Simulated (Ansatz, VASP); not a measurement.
One calculation of Hf, two programs

```
Hf
1.0
     3.19670    0.00000    0.00000
    -1.59835    2.76842    0.00000
     0.00000    0.00000    5.05780
Hf
2
Direct
  0.66667 0.33333 0.75000
  0.33333 0.66667 0.25000
```

Alike in both runs: task relaxation of cell and atoms; functional PBEsol; k mesh 10 × 10 × 5; occupations fermi-dirac, width 0.05 eV; no spin polarisation.

|  | VASP | Ansatz |
| --- | --- | --- |
| version | VASP 6.6.1 | Ansatz 0.2.0 |
| potentials or method | VASP PAW PBE potentials, release 64 (Hf_pv), cutoff 600 eV | all-electron LAPW, scalar-relativistic |

Ansatz gave:

- relaxed volume (Å³/atom): 21.58
- relaxed cell length with the largest relative difference (Å): 4.991

Which values does VASP return?

Relaxed volume (Å³/atom): 21.51; relaxed cell length with the largest relative difference (Å): 4.986.

VASP's potentials were made for PBE, not for PBEsol. Ansatz ran all-electron here, and VASP with PAW potentials.

Neither program's run includes spin-orbit coupling.
